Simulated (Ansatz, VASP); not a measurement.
YN: VASP beside Ansatz

The input INCAR:

```
  PREC = Accurate
  ENCUT = 600
  EDIFF = 1E-6
  ISMEAR = -1
  SIGMA = 0.03
  LREAL = F
  LASPH = T
  NELM = 120
  ALGO = Normal
  ISIF = 2
  LWAVE = F
  LCHARG = F
  GGA = PE
  NBANDS = 15
  GGA_COMPAT = F
```

File KPOINTS:

```
regular mesh
0
Gamma
  9 9 9
```

POSCAR

```
YN
1.0
    0.0000000000      2.4546494773      2.4546494773
    2.4546494773      0.0000000000      2.4546494773
    2.4546494773      2.4546494773      0.0000000000
Y N
1 1
Direct
    0.0000000000      0.0000000000      0.0000000000
    0.5000000000      0.5000000000      0.5000000000
```

Input for Ansatz:

```yaml
crystal:
  lattice:
    - [0.0, 2.4546494773, 2.4546494773]
    - [2.4546494773, 0.0, 2.4546494773]
    - [2.4546494773, 2.4546494773, 0.0]
  atoms:
    - { symbol: "Y", position: [0.0, 0.0, 0.0] }
    - { symbol: "N", position: [0.5, 0.5, 0.5] }
kpoints:
  mp_grid: { grid: [9, 9, 9] }
  band_path:
    path:
      - [0.0, 0.0, 0.0]
      - [0.5, 0.0, 0.5]
      - [0.625, 0.25, 0.625]
      - [0.375, 0.375, 0.75]
      - [0.0, 0.0, 0.0]
      - [0.5, 0.5, 0.5]
      - [0.5, 0.25, 0.75]
      - [0.5, 0.0, 0.5]
    npoints: 5
scf:
  occupations: { method: fermi_dirac, width: 0.03 }
hamiltonian:
  xc: pbe
  pseudopotentials: { kind: all_electron, lapw: { basis_error: 0.0005 } }
output:
  forces: true
  stress: true
  eigenvalues: true
```

Change from the starting cell: volume scaled by 1.02.

Alike in both runs: task single point; functional PBE; k mesh 9 × 9 × 9; occupations fermi-dirac, width 0.03 eV; no spin polarisation.

|  | VASP | Ansatz |
| --- | --- | --- |
| version | VASP 6.6.1 | Ansatz 0.2.0 |
| potentials or method | VASP PAW PBE potentials, release 64 (Y_sv, N), cutoff 600 eV | all-electron LAPW, scalar-relativistic |

```csv
,VASP,Ansatz,Ansatz less VASP
pressure (GPa),-0.5,-0.3,+0.27
```

Ansatz ran all-electron here, and VASP with PAW potentials.
